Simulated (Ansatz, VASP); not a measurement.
## KCl: VASP beside Ansatz

```
K Cl
1.0
     0.00000    3.14647    3.14647
     3.14647    0.00000    3.14647
     3.14647    3.14647    0.00000
K Cl
1 1
Direct
  0.00000 0.00000 0.00000
  0.50000 0.50000 0.50000
```

Alike in both runs: task single point; functional PBEsol; k mesh 5 × 5 × 5; occupations fermi-dirac, width 0.02 eV; no spin polarisation.

|  | VASP | Ansatz |
| --- | --- | --- |
| version | VASP 6.6.1 | Ansatz 0.2.0 |
| potentials or method | VASP PAW PBE potentials, release 64 (K_sv, Cl), cutoff 500 eV | plane waves, PAW |
| valence electrons in the cell | 16 | 16 |

|  | VASP | Ansatz | Ansatz less VASP |
| --- | --- | --- | --- |
| gap on the k mesh at the Fermi level (eV) | 5.02 | 5.03 | +0.004 |
| pressure (GPa) | -0.4 | -0.4 | -0.03 |

VASP's potentials were made for PBE, not for PBEsol. The functional is the same, so the differences come from potentials, cutoffs and numerics.
